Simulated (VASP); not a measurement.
# PbSe (Fm-3m) in VASP: settings compared

The runs below take PbSe through single point, relaxation of cell and atoms, with PBE-based screened hybrid with 25 % exact exchange, PBE.

Everything below comes from runs of VASP 6.6.1. Logs are shortened: lines on timing, memory, paths and dates and some standing lists are left out, and cuts for length are marked.

## (1) The cell of the first run

It takes space group Fm-3m (No. 225, cubic). Conventional cell: a = 6.121 Å, b = 6.121 Å, c = 6.121 Å, α = 90.00°, β = 90.00°, γ = 90.00°. Pb (site symmetry m-3m) has 6 Se at 3.06 Å within 4.0 Å. Se (site symmetry m-3m) has 6 Pb at 3.06 Å within 4.0 Å.

## (2) Single point, PBE-based screened hybrid with 25 % exact exchange

Contents of POSCAR:

```
PbSe
1.0
    0.0000000000      3.0606500000      3.0606500000
    3.0606500000      0.0000000000      3.0606500000
    3.0606500000      3.0606500000      0.0000000000
Pb Se
1 1
Direct
    0.0000000000      0.0000000000      0.0000000000
    0.5000000000      0.5000000000      0.5000000000
```

Contents of INCAR.step1:

```
SYSTEM = PbSe
ALGO     = Normal         ! electronic algorithm
EDIFF    = 1E-5           ! SCF threshold, eV
ENCUT    = 520            ! plane-wave cutoff, eV
GGA      = PE             ! functional
ISIF     = 2              ! what is computed and relaxed
ISMEAR   = -1             ! smearing method
LASPH    = .True.         ! aspherical terms in the spheres
LCHARG   = .False.        ! write CHGCAR
LREAL    = .False.        ! projectors in reciprocal space
LWAVE    = .True.         ! write WAVECAR
NBANDS   = 17             ! bands
NELM     = 100            ! most SCF steps
PREC     = Accurate       ! precision mode
SIGMA    = 0.05           ! smearing width, eV
```

Contents of INCAR.step2:

```
SYSTEM = PbSe
AEXX     = 0.25           ! exact-exchange fraction
ALGO     = Normal         ! electronic algorithm
EDIFF    = 1E-6           ! SCF threshold, eV
ENCUT    = 520            ! plane-wave cutoff, eV
GGA      = PE             ! functional
HFSCREEN = 0.3            ! screening, 1/A
ISIF     = 2              ! what is computed and relaxed
ISMEAR   = -1             ! smearing method
ISTART   = 1            
LASPH    = .True.         ! aspherical terms in the spheres
LCHARG   = .False.        ! write CHGCAR
LHFCALC  = .True.         ! exact exchange
LREAL    = .False.        ! projectors in reciprocal space
LWAVE    = .False.        ! write WAVECAR
NBANDS   = 17             ! bands
NELM     = 100            ! most SCF steps
PREC     = Accurate       ! precision mode
PRECFOCK = Normal       
SIGMA    = 0.05           ! smearing width, eV
```

Contents of KPOINTS:

```
k-points
0
Gamma
  4 4 4
  0 0 0
```

Potentials or basis: VASP PAW PBE potentials, release 64 (Pb_d, Se).

On the command line:

```sh
$ cat potpaw_PBE.64/Pb_d/POTCAR potpaw_PBE.64/Se/POTCAR > POTCAR
$ cp INCAR.step1 INCAR
$ mpirun -np 1 vasp_std > vasp.out
$ cp INCAR.step2 INCAR
$ mpirun -np 1 vasp_std > vasp.out
```

OUTCAR:

```text
SYSTEM = PbSe
   AEXX = 0.25
   EDIFF = 1E-6
   ENCUT = 520
   GGA = PE
   HFSCREEN = 0.3
   ISIF = 2
   ISMEAR = -1
   ISTART = 1
   LASPH = .True.
   LHFCALC = .True.
   LREAL = .False.
   NELM = 100
   PREC = Accurate
   PRECFOCK = Normal

 ion  position               nearest neighbor table
   1  0.000  0.000  0.000-   2 3.06   2 3.06   2 3.06   2 3.06   2 3.06   2 3.06
   2  0.500  0.500  0.500-   1 3.06   1 3.06   1 3.06   1 3.06   1 3.06   1 3.06

  LATTYP: Found a face centered cubic cell.
 ALAT       =     6.1213000000

  Lattice vectors:

 A1 = (   0.0000000000,   3.0606500000,   3.0606500000)
 A2 = (   3.0606500000,   0.0000000000,   3.0606500000)
 A3 = (   3.0606500000,   3.0606500000,   0.0000000000)

Analysis of symmetry for initial positions (statically):
=====================================================================
 Subroutine PRICEL returns:
 Original cell was already a primitive cell.

 Routine SETGRP: Setting up the symmetry group for a
 face centered cubic supercell.

 Subroutine GETGRP returns: Found 48 space group operations
 (whereof 48 operations were pure point group operations)
 out of a pool of 48 trial point group operations.

The static configuration has the point symmetry O_h .

Analysis of symmetry for dynamics (positions and initial velocities):
=====================================================================
 Subroutine PRICEL returns:
 Original cell was already a primitive cell.

 Routine SETGRP: Setting up the symmetry group for a
 face centered cubic supercell.

 Subroutine GETGRP returns: Found 48 space group operations
 (whereof 48 operations were pure point group operations)
 out of a pool of 48 trial point group operations.

The dynamic configuration has the point symmetry O_h .

 Subroutine INISYM returns: Found 48 space group operations
 (whereof 48 operations are pure point group operations),
 and found     1 'primitive' translations

----------------------------------------------------------------------------------------

                                     Primitive cell

  volume of cell :      57.3418

  direct lattice vectors                    reciprocal lattice vectors
     0.000000000  3.060650000  3.060650000    -0.163363991  0.163363991  0.163363991
     3.060650000  0.000000000  3.060650000     0.163363991 -0.163363991  0.163363991
     3.060650000  3.060650000  0.000000000     0.163363991  0.163363991 -0.163363991

  length of vectors
     4.328412740  4.328412740  4.328412740     0.282954733  0.282954733  0.282954733

  position of ions in fractional coordinates (direct lattice)
     0.000000000  0.000000000  0.000000000
     0.500000000  0.500000000  0.500000000

  ion indices of the primitive-cell ions
   primitive index   ion index
                 1           1
                 2           2

----------------------------------------------------------------------------------------

 KPOINTS: k-points

Automatic generation of k-mesh.
 Grid dimensions read from file:
 generate k-points for:    4    4    4

 Generating k-lattice:

  Cartesian coordinates                     Fractional coordinates (reciprocal lattice)
    -0.040840998  0.040840998  0.040840998     0.250000000  0.000000000  0.000000000
     0.040840998 -0.040840998  0.040840998     0.000000000  0.250000000  0.000000000
     0.040840998  0.040840998 -0.040840998     0.000000000  0.000000000  0.250000000

  Length of vectors
     0.070738683  0.070738683  0.070738683

  Shift w.r.t. Gamma in fractional coordinates (k-lattice)
     0.000000000  0.000000000  0.000000000

 Subroutine IBZKPT returns following result:
 ===========================================

 Found      8 irreducible k-points:

 Following reciprocal coordinates:
            Coordinates               Weight
  0.000000  0.000000  0.000000      1.000000
  0.250000  0.000000  0.000000      8.000000
  0.500000  0.000000  0.000000      4.000000
  0.250000  0.250000  0.000000      6.000000
  0.500000  0.250000  0.000000     24.000000
 -0.250000  0.250000  0.000000     12.000000
  0.500000  0.500000  0.000000      3.000000
 -0.250000  0.500000  0.250000      6.000000
   k-points           NKPTS =      8   k-points in BZ     NKDIM =     64   number of bands    NBANDS=     17
   number of dos      NEDOS =    301   number of ions     NIONS =      2
   total plane-waves  NPLWV =  32768
   dimension x,y,z NGX =    32 NGY =   32 NGZ =   32
   dimension x,y,z NGXF=    64 NGYF=   64 NGZF=   64
   ions per type =               1   1
   NGX,Y,Z   is equivalent  to a cutoff of  12.29, 12.29, 12.29 a.u.
   NGXF,Y,Z  is equivalent  to a cutoff of  24.58, 24.58, 24.58 a.u.
 SYSTEM =  PbSe
   PREC   = accura    normal or accurate (medium, high low for compatibility)
   ISTART =      1    job   : 0-new  1-cont  2-samecut
   ICHARG =      0    charge: 1-file 2-atom 10-const
   ISPIN  =      1    spin polarized calculation?
   LNONCOLLINEAR =      F non collinear calculations
   LSORBIT =      F    spin-orbit coupling
   LASPH  =      T    aspherical Exc in radial PAW
   ENCUT  =  520.0 eV  38.22 Ry    6.18 a.u.   8.05  8.05  8.05*2*pi/ulx,y,z
   NELM   =    100;   NELMIN=  2; NELMDL=  0     # of ELM steps
   EDIFF  = 0.1E-05   stopping-criterion for ELM
   LREAL  =      F    real-space projection
   EDIFFG = 0.1E-04   stopping-criterion for IOM
   NSW    =      0    number of steps for IOM
   IBRION =     -1    ionic relax: 0-MD 1-quasi-New 2-CG
   NFREE  =      0    steps in history (QN), initial steepest desc. (CG)
   ISIF   =      2    stress and relaxation
   ISYM   =      3    0-nonsym 1-usesym 2-fastsym
   POTIM  = 0.5000    time-step for ionic-motion
   TEBEG  =    0.0;   TEEND  =   0.0 temperature during run
   PSTRESS=    0.0 pullay stress
   NELECT =      20.0000    total number of electrons
   NUPDOWN=      -1.0000    fix difference up-down
   EMIN   =  10.00;   EMAX   =-10.00  energy-range for DOS
   EFERMI =   0.00;   METHOD = LEGACY
   ISMEAR =    -1;   SIGMA  =   0.05  broadening in eV -4-tet -1-fermi 0-gaus
   EFERMI_NEDOS =   21; number of points for ismear=-14 and -15
   IALGO  =     38    algorithm
   IMIX   =      1    mixing-type and parameters
     AMIX     =   0.40;   BMIX     =  1.00
     AMIX_MAG =   1.60;   BMIX_MAG =  1.00
  volume/ion in A,a.u.               =      28.67       193.48
  Fermi-wavevector in a.u.,A,eV,Ry     =   1.152377  2.177676 18.068159  1.327972
  Thomas-Fermi vector in A             =   2.289028
   LORBIT       =      0    0 simple, 1 ext, 2 COOP (PROOUT), +10 PAW based schemes
   GGA     = PE    functional components
   LHFCALC =     T    Hartree Fock is set to
   PRECFOCK=normal    Normal, Fast or Accurate (Low or Medium for compatibility)
   ENCUT4O =  -1.0   cutoff for four orbital integrals eV
   NKREDX  =     1    reduce k-point grid by
   NKREDY  =     1    reduce k-point grid by
   NKREDZ  =     1    reduce k-point grid by
   AEXX    =    0.2500 exact exchange contribution
   HFSCREEN=    0.3000 screening length (either q_TF or 0.3 A-1)
   HFSCREENC=   0.3000 screening length for correlation (either q_TF or 0.3 A-1)
   ENCUTFOCK=  -1.0 apply spherical cutoff to Coloumb kernel
   IVDW    =     0    specifies the selected vdW correction
   LEPSILON=     F    determine dielectric tensor
   LRPA    =     F    only Hartree local field effects (RPA)
 non-spin polarized calculation
  energy-cutoff  :      520.00
  volume of cell :       57.34
 maximum number of plane-waves:      1572
  NGX = 28; NGY = 28; NGZ = 28

 number of electron      20.0000000 magnetization

 Free energy of the ion-electron system (eV)
  ---------------------------------------------------
  ext. energy  EPLUGINS =         0.00000000
  ---------------------------------------------------
  free energy    TOTEN  =        -9.40311056 eV

  energy without entropy =       -9.40286588  energy(sigma->0) =       -9.40298822

 E-fermi :   5.1477     XC(G=0):  -8.0711

 val. band max:        4.8549275969   @ k =   0.5000   0.0000   0.0000
 cond. band min:       5.4405281683   @ k =   0.5000   0.0000   0.0000
 fundamental gap:      0.5856005714
 Fermi energy:         5.1477278903

 k-point     1 :       0.0000    0.0000    0.0000
  band No.  band energies     occupation
      1     -13.6598      2.00000
      2     -13.6598      2.00000
      3     -13.6533      2.00000
      4     -13.6533      2.00000
      5     -13.6533      2.00000
      6     -10.0606      2.00000
[... 9 lines left out ...]
     16      11.8384      0.00000
     17      13.5311      0.00000

 k-point     2 :       0.2500    0.0000    0.0000
  band No.  band energies     occupation
      1     -13.6729      2.00000
      2     -13.6729      2.00000
      3     -13.6518      2.00000
      4     -13.6381      2.00000
      5     -13.6381      2.00000
      6      -9.5753      2.00000
[... 9 lines left out ...]
     16      13.1182      0.00000
     17      16.7565      0.00000

 k-point     3 :       0.5000    0.0000    0.0000
  band No.  band energies     occupation
      1     -13.6867      2.00000
      2     -13.6866      2.00000
      3     -13.6509      2.00000
      4     -13.6219      2.00000
      5     -13.6219      2.00000
      6      -8.8969      2.00000
[... 9 lines left out ...]
     16      15.6975      0.00000
     17      15.7189      0.00000

 k-point     4 :       0.2500    0.2500    0.0000
  band No.  band energies     occupation
      1     -13.7125      2.00000
      2     -13.6622      2.00000
      3     -13.6505      2.00000
      4     -13.6320      2.00000
      5     -13.6320      2.00000
      6      -9.3941      2.00000
[... 9 lines left out ...]
     16      15.1004      0.00000
     17      15.1513      0.00000

 k-point     5 :       0.5000    0.2500    0.0000
  band No.  band energies     occupation
      1     -13.7398      2.00000
      2     -13.6625      2.00000
      3     -13.6544      2.00000
      4     -13.6254      2.00000
      5     -13.6170      2.00000
      6      -8.7052      2.00000
[... 9 lines left out ...]
     16      16.2621      0.00000
     17      16.9088      0.00000

 k-point     6 :      -0.2500    0.2500    0.0000
  band No.  band energies     occupation
      1     -13.7015      2.00000
      2     -13.6778      2.00000
      3     -13.6429      2.00000
      4     -13.6328      2.00000
      5     -13.6302      2.00000
      6      -8.9465      2.00000
[... 9 lines left out ...]
     16      15.0050      0.00000
     17      15.9061      0.00000

 k-point     7 :       0.5000    0.5000    0.0000
  band No.  band energies     occupation
      1     -13.7971      2.00000
      2     -13.6711      2.00000
      3     -13.6412      2.00000
      4     -13.6091      2.00000
      5     -13.6091      2.00000
      6      -8.4847      2.00000
[... 9 lines left out ...]
     16      17.2596      0.00000
     17      18.2508      0.00000

 k-point     8 :      -0.2500    0.5000    0.2500
  band No.  band energies     occupation
      1     -13.7587      2.00000
      2     -13.6628      2.00000
      3     -13.6412      2.00000
      4     -13.6412      2.00000
      5     -13.6091      2.00000
      6      -8.4555      2.00000
[... 9 lines left out ...]
     16      17.4109      0.00000
     17      18.2798      0.00000

------------------------ aborting loop because EDIFF is reached ----------------------------------------

  FORCE on cell =-STRESS in cart. coord.  units (eV):
  Direction    XX          YY          ZZ          XY          YZ          ZX
  --------------------------------------------------------------------------------------
  -------------------------------------------------------------------------------------
  Total        0.4761051      0.4761051      0.4761051      0.0000000      0.0000000      0.0000000
  in kB       13.3027792     13.3027792     13.3027792      0.0000000      0.0000000      0.0000000
  external PRESSURE =      13.3027792 kB  Pullay stress =       0.0000000 kB

 VOLUME and BASIS-vectors are now :
 -----------------------------------------------------------------------------
  energy-cutoff  :      520.00
  volume of cell :       57.34
      direct lattice vectors                 reciprocal lattice vectors
     0.000000000  3.060650000  3.060650000    -0.163363991  0.163363991  0.163363991
     3.060650000  0.000000000  3.060650000     0.163363991 -0.163363991  0.163363991
     3.060650000  3.060650000  0.000000000     0.163363991  0.163363991 -0.163363991

 POSITION                                       TOTAL-FORCE (eV/Angst)
 -----------------------------------------------------------------------------------
      0.00000      0.00000      0.00000         0.000000     -0.000000     -0.000000
      3.06065      3.06065      3.06065        -0.000000      0.000000      0.000000
 -----------------------------------------------------------------------------------
    total drift:                               -0.000001      0.000004     -0.000000

  FREE ENERGIE OF THE ION-ELECTRON SYSTEM (eV)
  ---------------------------------------------------
  free  energy   TOTEN  =        -9.4031105575 eV

  energy  without entropy=       -9.4028658770  energy(sigma->0) =       -9.40298822
```

It took 14 min on 1 thread of Intel Xeon Platinum 8375C at 2.90GHz (Ice Lake), shared host; peak memory 0.3 GiB.

Results:

* Free energy: -9.4031 eV
* Pressure: 1.3 GPa
* Band gap on the k mesh: 0.59 eV

Levels at points of the mesh, in eV from the valence-band top:
| k point | band 6 | band 7 | band 8 | band 9 | band 10 | band 11 | band 12 | band 13 | band 14 | band 15 |
| --- | --- | --- | --- | --- | --- | --- | --- | --- | --- | --- |
| (0.00, 0.00, 0.00) | -14.92 | -6.59 | -2.15 | -2.15 | -2.15 | 5.29 | 5.29 | 5.29 | 6.98 | 6.98 |
| (0.50, 0.00, 0.00) | -13.75 | -9.49 | -1.74 | -1.74 | 0.00 | 0.59 | 2.03 | 2.03 | 9.14 | 10.84 |
| (0.50, 0.50, 0.00) | -13.34 | -7.82 | -5.49 | -3.61 | -3.61 | 4.01 | 6.26 | 6.26 | 6.72 | 12.00 |

Caveat: the k points lie up to 0.44 Å⁻¹ apart; the PAW data sets were made with another functional, which shifts forces and pressure a little; spin-orbit coupling is left out, which moves the levels of the heavy elements. A k mesh can miss the band edges.

(Part 1 of 2 ends here.)
